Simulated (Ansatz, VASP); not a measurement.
**One calculation of SiC, two programs**

```
CELL_PARAMETERS angstrom
3.07264 0.00000 0.00000
-1.53632 2.66098 0.00000
0.00000 0.00000 5.04270
ATOMIC_POSITIONS crystal
Si 0.33333 0.66667 0.00457
Si 0.66667 0.33333 0.50457
C 0.33333 0.66667 0.38043
C 0.66667 0.33333 0.88043
```

Alike in both runs: functional r2SCAN; dispersion rVV10; k mesh 6 × 6 × 4; no spin polarisation.

Ansatz relaxed the structure, and its values are those at the end. VASP's run is a single point on that final structure, the one shown.

```csv
,VASP,Ansatz
version,VASP 6.6.1,Ansatz 0.2.0
potentials or method,"VASP PAW PBE potentials, release 64 (Si, C)","plane waves, PAW"
plane-wave cutoff (eV),520,500
occupations,"gaussian, width 0.01 eV",fixed
valence electrons in the cell,16,16
```

|  | VASP | Ansatz | Ansatz less VASP |
| --- | --- | --- | --- |
| pressure (GPa) | -0.1 | 0.0 | +0.13 |

VASP's potentials were made for PBE, not for r2SCAN.
